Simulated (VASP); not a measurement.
# GaCo (P4/mmm) in VASP: a series of runs

GaCo is run at these levels: PBEsol; tasks: single point.

Program: VASP 6.6.1. These are calculated values, not measurements. Logs are shortened: lines on timing, memory, paths and dates and some standing lists are left out, and cuts for length are marked.

## Step 1: The cell of the first run

The structure is tetragonal, space group P4/mmm (No. 123). The conventional cell has a = 2.768 Å, b = 2.768 Å, c = 2.998 Å, α = 90.00°, β = 90.00°, γ = 90.00°. Within 3.3 Å of Ga (site symmetry 4/mmm) lie 8 Co at 2.47 Å and 6 Ga at 2.77 to 3.00 Å. Within 3.3 Å of Co (site symmetry 4/mmm) lie 8 Ga at 2.47 Å and 6 Co at 2.77 to 3.00 Å.

## Step 2: Single point, PBEsol (strain -0.040 along x and y, +0.040 along z)

INCAR reads:

```
SYSTEM = GaCo
PREC = Accurate ; ENCUT = 520
EDIFF = 1E-7 ; ISMEAR = 0
SIGMA = 0.15 ; LREAL = .FALSE.
LASPH = .TRUE. ; NELM = 100
ALGO = Fast ; ISIF = 2
LWAVE = .FALSE. ; LCHARG = .FALSE.
GGA = PS ; NBANDS = 18
```

KPOINTS reads:

```
regular mesh
0
G
  16 16 16
  0 0 0
```

POSCAR reads:

```
GaCo
1.0
    2.7677760000      0.0000000000      0.0000000000
    0.0000000000      2.7677760000      0.0000000000
    0.0000000000      0.0000000000      2.9984240000
Ga Co
1 1
Direct
    0.5000000000      0.5000000000      0.5000000000
    0.0000000000      0.0000000000      0.0000000000
```

Potentials or basis: VASP PAW PBE potentials, release 64 (Ga_d, Co).

Started as:

```
$ cat potpaw_PBE.64/Ga_d/POTCAR potpaw_PBE.64/Co/POTCAR > POTCAR
$ mpirun -np 1 vasp_std > vasp.out
```

OUTCAR:

```text
SYSTEM = GaCo
   PREC = Accurate
   ENCUT = 520
   EDIFF = 1E-7
   ISMEAR = 0
   LREAL = .FALSE.
   LASPH = .TRUE.
   NELM = 100
   ISIF = 2
   GGA = PS

 ion  position               nearest neighbor table
   1  0.500  0.500  0.500-   2 2.47   2 2.47   2 2.47   2 2.47   2 2.47   2 2.47   2 2.47   2 2.47

   2  0.000  0.000  0.000-   1 2.47   1 2.47   1 2.47   1 2.47   1 2.47   1 2.47   1 2.47   1 2.47

  LATTYP: Found a simple tetragonal cell.
 ALAT       =     2.7677760000
 C/A-ratio  =     1.0833333333

  Lattice vectors:

 A1 = (   2.7677760000,   0.0000000000,   0.0000000000)
 A2 = (   0.0000000000,   2.7677760000,   0.0000000000)
 A3 = (   0.0000000000,   0.0000000000,   2.9984240000)

Analysis of symmetry for initial positions (statically):
=====================================================================
 Subroutine PRICEL returns:
 Original cell was already a primitive cell.

 Routine SETGRP: Setting up the symmetry group for a
 simple tetragonal supercell.

 Subroutine GETGRP returns: Found 16 space group operations
 (whereof 16 operations were pure point group operations)
 out of a pool of 16 trial point group operations.

The static configuration has the point symmetry D_4h.

Analysis of symmetry for dynamics (positions and initial velocities):
=====================================================================
 Subroutine PRICEL returns:
 Original cell was already a primitive cell.

 Routine SETGRP: Setting up the symmetry group for a
 simple tetragonal supercell.

 Subroutine GETGRP returns: Found 16 space group operations
 (whereof 16 operations were pure point group operations)
 out of a pool of 16 trial point group operations.

The dynamic configuration has the point symmetry D_4h.

 Subroutine INISYM returns: Found 16 space group operations
 (whereof 16 operations are pure point group operations),
 and found     1 'primitive' translations

----------------------------------------------------------------------------------------

                                     Primitive cell

  volume of cell :      22.9697

  direct lattice vectors                    reciprocal lattice vectors
     2.767776000  0.000000000  0.000000000     0.361300915  0.000000000  0.000000000
     0.000000000  2.767776000  0.000000000     0.000000000  0.361300915  0.000000000
     0.000000000  0.000000000  2.998424000     0.000000000  0.000000000  0.333508536

  length of vectors
     2.767776000  2.767776000  2.998424000     0.361300915  0.361300915  0.333508536

  position of ions in fractional coordinates (direct lattice)
     0.500000000  0.500000000  0.500000000
     0.000000000  0.000000000  0.000000000

  ion indices of the primitive-cell ions
   primitive index   ion index
                 1           1
                 2           2

----------------------------------------------------------------------------------------

 KPOINTS: regular mesh

Automatic generation of k-mesh.
 Grid dimensions read from file:
 generate k-points for:   16   16   16

 Generating k-lattice:

  Cartesian coordinates                     Fractional coordinates (reciprocal lattice)
     0.022581307  0.000000000  0.000000000     0.062500000  0.000000000  0.000000000
     0.000000000  0.022581307  0.000000000     0.000000000  0.062500000  0.000000000
     0.000000000  0.000000000  0.020844284     0.000000000  0.000000000  0.062500000

  Length of vectors
     0.022581307  0.022581307  0.020844284

  Shift w.r.t. Gamma in fractional coordinates (k-lattice)
     0.000000000  0.000000000  0.000000000

 Subroutine IBZKPT returns following result:
 ===========================================

 Found    405 irreducible k-points:

 Following reciprocal coordinates:
            Coordinates               Weight
  0.000000  0.000000  0.000000      1.000000
  0.062500  0.000000  0.000000      4.000000
  0.125000  0.000000  0.000000      4.000000
  0.187500  0.000000  0.000000      4.000000
  0.250000  0.000000  0.000000      4.000000
  0.312500  0.000000  0.000000      4.000000
[... 16 lines left out ...]
  0.437500  0.125000  0.000000      8.000000
  0.500000  0.125000  0.000000      4.000000
 [... further k-points ...]
   k-points           NKPTS =    405   k-points in BZ     NKDIM =    405   number of bands    NBANDS=     18
   number of dos      NEDOS =    301   number of ions     NIONS =      2
   total plane-waves  NPLWV =  13824
   dimension x,y,z NGX =    24 NGY =   24 NGZ =   24
   dimension x,y,z NGXF=    48 NGYF=   48 NGZF=   48
   ions per type =               1   1
   NGX,Y,Z   is equivalent  to a cutoff of  14.42, 14.42, 13.31 a.u.
   NGXF,Y,Z  is equivalent  to a cutoff of  28.83, 28.83, 26.61 a.u.
 SYSTEM =  GaCo
   PREC   = accura    normal or accurate (medium, high low for compatibility)
   ISTART =      0    job   : 0-new  1-cont  2-samecut
   ICHARG =      2    charge: 1-file 2-atom 10-const
   ISPIN  =      1    spin polarized calculation?
   LNONCOLLINEAR =      F non collinear calculations
   LSORBIT =      F    spin-orbit coupling
   LASPH  =      T    aspherical Exc in radial PAW
   ENCUT  =  520.0 eV  38.22 Ry    6.18 a.u.   5.15  5.15  5.58*2*pi/ulx,y,z
   NELM   =    100;   NELMIN=  2; NELMDL= -5     # of ELM steps
   EDIFF  = 0.1E-06   stopping-criterion for ELM
   LREAL  =      F    real-space projection
   EDIFFG = 0.1E-05   stopping-criterion for IOM
   NSW    =      0    number of steps for IOM
   IBRION =     -1    ionic relax: 0-MD 1-quasi-New 2-CG
   NFREE  =      0    steps in history (QN), initial steepest desc. (CG)
   ISIF   =      2    stress and relaxation
   ISYM   =      2    0-nonsym 1-usesym 2-fastsym
   POTIM  = 0.5000    time-step for ionic-motion
   TEBEG  =    0.0;   TEEND  =   0.0 temperature during run
   PSTRESS=    0.0 pullay stress
   NELECT =      22.0000    total number of electrons
   NUPDOWN=      -1.0000    fix difference up-down
   EMIN   =  10.00;   EMAX   =-10.00  energy-range for DOS
   EFERMI =   0.00;   METHOD = LEGACY
   ISMEAR =     0;   SIGMA  =   0.15  broadening in eV -4-tet -1-fermi 0-gaus
   EFERMI_NEDOS =   21; number of points for ismear=-14 and -15
   IALGO  =     68    algorithm
   IMIX   =      4    mixing-type and parameters
     AMIX     =   0.40;   BMIX     =  1.00
     AMIX_MAG =   1.60;   BMIX_MAG =  1.00
  volume/ion in A,a.u.               =      11.48        77.50
  Fermi-wavevector in a.u.,A,eV,Ry     =   1.613730  3.049507 35.431245  2.604123
  Thomas-Fermi vector in A             =   2.708752
   LORBIT       =      0    0 simple, 1 ext, 2 COOP (PROOUT), +10 PAW based schemes
   GGA     = PS    functional components
   LHFCALC =     F    Hartree Fock is set to
   AEXX    =    0.0000 exact exchange contribution
   IVDW    =     0    specifies the selected vdW correction
   LEPSILON=     F    determine dielectric tensor
   LRPA    =     F    only Hartree local field effects (RPA)
 non-spin polarized calculation
 RMM-DIIS sequential band-by-band and
 Gauss-broadening in eV      SIGMA  =   0.15
  energy-cutoff  :      520.00
  volume of cell :       22.97
 maximum number of plane-waves:       638
 NGX is ok and might be reduce to    24
   NGX = 11   NGY = 11   NGZ = 11

 number of electron      21.9999997 magnetization

 Free energy of the ion-electron system (eV)
  ---------------------------------------------------
  ext. energy  EPLUGINS =         0.00000000
  ---------------------------------------------------
  free energy    TOTEN  =       -11.76755720 eV

  energy without entropy =      -11.75562641  energy(sigma->0) =      -11.76159181

 E-fermi :   9.9977     XC(G=0): -13.5675

 val. band max:        9.9927244634   @ k =   0.2500   0.1875   0.5000
 cond. band min:      10.0106369238   @ k =   0.1250   0.0625   0.3750
 fundamental gap:      0.0179124604
 Fermi energy:         9.9976854821

 k-point     1 :       0.0000    0.0000    0.0000
  band No.  band energies     occupation
      1      -5.1187      2.00000
      2      -5.0337      2.00000
      3      -4.6862      2.00000
      4      -4.6862      2.00000
      5      -4.6500      2.00000
      6      -2.3000      2.00000
[... 10 lines left out ...]
     17      23.9667      0.00000
     18      32.9286      0.00000

 k-point     2 :       0.0625    0.0000    0.0000
  band No.  band energies     occupation
      1      -5.1085      2.00000
      2      -5.0269      2.00000
      3      -4.6920      2.00000
      4      -4.6850      2.00000
      5      -4.6552      2.00000
      6      -2.2205      2.00000
[... 10 lines left out ...]
     17      24.4757      0.00000
     18      31.9978      0.00000

 k-point     3 :       0.1250    0.0000    0.0000
  band No.  band energies     occupation
      1      -5.0842      2.00000
      2      -5.0038      2.00000
      3      -4.7083      2.00000
      4      -4.6815      2.00000
      5      -4.6700      2.00000
      6      -1.9811      2.00000
[... 10 lines left out ...]
     17      26.1057      0.00000
     18      30.6861      0.00000

 k-point     4 :       0.1875    0.0000    0.0000
  band No.  band energies     occupation
      1      -5.0586      2.00000
      2      -4.9604      2.00000
      3      -4.7328      2.00000
      4      -4.6920      2.00000
      5      -4.6763      2.00000
      6      -1.5810      2.00000
[... 375 lines left out ...]
      4      -4.7766      2.00000
      5      -4.6876      2.00000
      6       0.8417      2.00000
[... 10 lines left out ...]
     17      24.0748      0.00000
     18      25.7404      0.00000

 k-point    23 :       0.4375    0.1250    0.0000
  band No.  band energies     occupation
      1      -4.9479      2.00000
      2      -4.8322      2.00000
      3      -4.8281      2.00000
      4      -4.7423      2.00000
      5      -4.6852      2.00000
      6       1.7921      2.00000
[... 10 lines left out ...]
     17      22.6465      0.00000
     18      24.9935      0.00000

 k-point    24 :       0.5000    0.1250    0.0000
  band No.  band energies     occupation
      1      -4.9451      2.00000
      2      -4.8380      2.00000
      3      -4.8342      2.00000
      4      -4.7304      2.00000
      5      -4.6843      2.00000
      6       2.5233      2.00000
[... 10 lines left out ...]
     17      21.8282      0.00000
     18      24.7039      0.00000

 [... further k-points ...]

------------------------ aborting loop because EDIFF is reached ----------------------------------------

  FORCE on cell =-STRESS in cart. coord.  units (eV):
  Direction    XX          YY          ZZ          XY          YZ          ZX
  --------------------------------------------------------------------------------------
  -------------------------------------------------------------------------------------
  Total        0.1583048      0.1583048     -0.3212226      0.0000000      0.0000000     -0.0000000
  in kB       11.0420495     11.0420495    -22.4058679      0.0000000      0.0000000     -0.0000000
  external PRESSURE =      -0.1072563 kB  Pullay stress =       0.0000000 kB

 VOLUME and BASIS-vectors are now :
 -----------------------------------------------------------------------------
  energy-cutoff  :      520.00
  volume of cell :       22.97
      direct lattice vectors                 reciprocal lattice vectors
     2.767776000  0.000000000  0.000000000     0.361300915  0.000000000  0.000000000
     0.000000000  2.767776000  0.000000000     0.000000000  0.361300915  0.000000000
     0.000000000  0.000000000  2.998424000     0.000000000  0.000000000  0.333508536

 POSITION                                       TOTAL-FORCE (eV/Angst)
 -----------------------------------------------------------------------------------
      1.38389      1.38389      1.49921         0.000000      0.000000      0.000000
      0.00000      0.00000      0.00000         0.000000      0.000000      0.000000
 -----------------------------------------------------------------------------------
    total drift:                                0.000000      0.000000     -0.000000

  FREE ENERGIE OF THE ION-ELECTRON SYSTEM (eV)
  ---------------------------------------------------
  free  energy   TOTEN  =       -11.7675572005 eV

  energy  without entropy=      -11.7556264149  energy(sigma->0) =      -11.76159181
```

It took 3 min on 1 thread of AMD EPYC 7R13 (Zen 3), shared host; peak memory 0.26 GiB.

What came out:

| Property | Result |
| --- | --- |
| Free energy | -11.7676 eV |
| Pressure | 0.0 GPa |
| Band gap on the k mesh | zero (bands 11 and 12 overlap by 1.74 eV) |

Stress tensor (GPa, compression positive):
```
 1.10  0.00  0.00
 0.00  1.10  0.00
 0.00  0.00 -2.24
```

Levels at points of the mesh, in eV from the Fermi level:
```csv
k point,band 8,band 9,band 10,band 11,band 12,band 13,band 14,band 15
"(0.00, 0.00, 0.00)",-2.58,-0.67,-0.67,-0.47,3.59,6.43,6.43,10.19
"(0.50, 0.00, 0.00)",-2.29,-2.10,-1.49,-0.66,0.48,9.98,11.17,11.38
"(0.50, 0.50, 0.00)",-2.79,-2.24,-1.34,-1.34,0.02,2.87,4.01,10.78
"(0.00, 0.00, 0.50)",-2.45,-1.51,-1.51,-0.48,-0.20,11.35,11.35,12.25
"(0.50, 0.00, 0.50)",-3.06,-2.55,-1.08,-0.98,-0.22,2.42,3.24,12.76
"(0.50, 0.50, 0.50)",-4.13,-0.21,0.04,1.05,4.06,4.08,4.08,4.78
```

Caveat: the cell differs from its parent crystal (strain -0.040 along x and y, +0.040 along z); the PAW data sets were made with another functional, which shifts forces and pressure a little; the run has no spin polarisation, though such a crystal can be magnetic.

## Step 3: Single point, PBEsol (strain +0.040 along x and y, -0.040 along z)

INCAR reads:

```
SYSTEM = GaCo
PREC     = Accurate       ! precision mode
ENCUT    = 520            ! plane-wave cutoff, eV
EDIFF    = 1E-7           ! SCF threshold, eV
ISMEAR   = 0              ! smearing method
SIGMA    = 0.15           ! smearing width, eV
LREAL    = .False.        ! projectors in reciprocal space
LASPH    = .True.         ! aspherical terms in the spheres
NELM     = 100            ! most SCF steps
ALGO     = Fast           ! electronic algorithm
ISIF     = 2              ! what is computed and relaxed
LWAVE    = .False.        ! write WAVECAR
LCHARG   = .False.        ! write CHGCAR
GGA      = PS             ! functional
NBANDS   = 18             ! bands
```

KPOINTS reads:

```
Automatic mesh
0
Gamma
  16 16 16
  0 0 0
```

POSCAR reads:

```
GaCo
1.0
    2.9984240000      0.0000000000      0.0000000000
    0.0000000000      2.9984240000      0.0000000000
    0.0000000000      0.0000000000      2.7677760000
Ga Co
1 1
Direct
    0.5000000000      0.5000000000      0.5000000000
    0.0000000000      0.0000000000      0.0000000000
```

Potentials or basis: VASP PAW PBE potentials, release 64 (Ga_d, Co).

Started as:

```
$ cat potpaw_PBE.64/Ga_d/POTCAR potpaw_PBE.64/Co/POTCAR > POTCAR
$ mpirun -np 1 vasp_std > vasp.out
```

Run time: 2.8 min. Hardware: 1 thread of AMD EPYC 7R13 (Zen 3), shared host; peak memory 0.27 GiB.

It converged, with:

- Free energy: -11.6620 eV
- Pressure: -13.0 GPa
- Band gap on the k mesh: zero (bands 11 and 12 overlap by 1.64 eV)

Stress tensor (GPa, compression positive):
```
-15.76   0.00   0.00
  0.00 -15.76   0.00
  0.00   0.00  -7.52
```

Levels at points of the mesh, in eV from the Fermi level:
| k point | band 7 | band 8 | band 9 | band 10 | band 11 | band 12 | band 13 | band 14 | band 15 | band 16 |
| --- | --- | --- | --- | --- | --- | --- | --- | --- | --- | --- |
| (0.00, 0.00, 0.00) | -2.33 | -2.32 | -0.73 | -0.48 | -0.48 | 4.22 | 4.22 | 7.06 | 10.21 | 10.30 |
| (0.50, 0.00, 0.00) | -6.62 | -2.14 | -1.75 | -1.17 | -0.48 | -0.02 | 9.36 | 10.92 | 11.25 | 11.62 |
| (0.50, 0.50, 0.00) | -3.22 | -3.22 | -2.44 | -0.83 | -0.83 | -0.28 | 1.88 | 2.54 | 12.57 | 16.37 |
| (0.00, 0.00, 0.50) | -6.36 | -1.98 | -1.69 | -1.69 | -0.69 | 0.61 | 10.14 | 10.14 | 11.36 | 11.82 |
| (0.50, 0.00, 0.50) | -2.97 | -2.46 | -2.15 | -1.19 | -1.10 | -0.09 | 2.28 | 3.41 | 10.63 | 14.15 |
| (0.50, 0.50, 0.50) | -3.73 | -3.73 | -0.22 | 0.01 | 0.51 | 3.89 | 3.89 | 3.89 | 4.11 | 4.98 |

Caveat: the cell differs from its parent crystal (strain +0.040 along x and y, -0.040 along z); the cell stands under tension; the PAW data sets were made with another functional, which shifts forces and pressure a little; the run has no spin polarisation, though such a crystal can be magnetic.

## Step 4: Single point, PBEsol (strain +0.000 along x and y, +0.040 along z)

INCAR reads:

```
SYSTEM = GaCo
PREC = Accurate
ENCUT = 520
EDIFF = 1E-7
ISMEAR = 0
SIGMA = 0.15
LREAL = .FALSE.
LASPH = .TRUE.
NELM = 60
ALGO = Fast
ISIF = 2
LWAVE = .FALSE.
LCHARG = .FALSE.
GGA = PS
NBANDS = 18
```

KPOINTS reads:

```
regular mesh
0
G
  16 16 16
  0 0 0
```

POSCAR reads:

```
GaCo
1.0
    2.8831000000      0.0000000000      0.0000000000
    0.0000000000      2.8831000000      0.0000000000
    0.0000000000      0.0000000000      2.9984240000
Ga Co
1 1
Direct
    0.5000000000      0.5000000000      0.5000000000
    0.0000000000      0.0000000000      0.0000000000
```

Started as:

```
$ cat potpaw_PBE.64/Ga_d/POTCAR potpaw_PBE.64/Co/POTCAR > POTCAR
$ mpirun -np 1 vasp_std > vasp.out
```

Wall time 3.1 min (1 thread of AMD EPYC 7R13 (Zen 3), shared host); peak memory 0.27 GiB.

Results (log left out):

```
Free energy            : -11.6857 eV
Pressure               : -13.7 GPa
Band gap on the k mesh : zero (bands 11 and 12 overlap by 1.54 eV)
```

Stress tensor (GPa, compression positive):
```
-13.30   0.00   0.00
  0.00 -13.30   0.00
  0.00   0.00 -14.36
```

Levels at points of the mesh, in eV from the Fermi level:
```
           k point  band 8  band 9  band 10  band 11  band 12  band 13  band 14  band 15
(0.00, 0.00, 0.00)   -2.35   -0.65    -0.65    -0.56     4.20     5.52     5.52    10.24
(0.50, 0.00, 0.00)   -2.10   -1.75    -1.48    -0.64     0.23     9.71    10.74    11.19
(0.50, 0.50, 0.00)   -2.77   -2.19    -1.18    -1.18    -0.13     2.22     3.28    10.55
(0.00, 0.00, 0.50)   -2.18   -1.49    -1.49    -0.56    -0.06    10.37    10.37    11.61
(0.50, 0.00, 0.50)   -2.89   -2.34    -1.06    -1.01    -0.22     2.04     2.90    11.45
(0.50, 0.50, 0.50)   -3.79   -0.20    -0.10     0.41     3.81     3.81     3.83     4.51
```

Caveat: the cell differs from its parent crystal (strain +0.000 along x and y, +0.040 along z); the cell stands under tension; the PAW data sets were made with another functional, which shifts forces and pressure a little; the run has no spin polarisation, though such a crystal can be magnetic. Spin polarisation is off, so any magnetic state and its effect on volume and gap are missing.

## Step 5: Overview

| cell | gap on the mesh (eV) | pressure (GPa) |
| --- | --- | --- |
| a = 2.768, b = 2.768, c = 2.998 Å, 2 atoms | none | 0.0 |
| a = 2.998, b = 2.998, c = 2.768 Å, 2 atoms | none | -13.0 |
| a = 2.883, b = 2.883, c = 2.998 Å, 2 atoms | none | -13.7 |

Alike in all rows: task single point; level PBEsol; potentials or basis VASP PAW PBE potentials, release 64 (Ga_d, Co); no spin polarisation; k mesh 16 × 16 × 16; cutoff (eV) 520; smearing gaussian 0.15 eV.

Caveats: the PAW data sets were made with another functional, which shifts forces and pressure a little; the run has no spin polarisation, though such a crystal can be magnetic; the cell stands under tension (at least some runs).

Absolute energies hang on the potentials; compare differences alone.
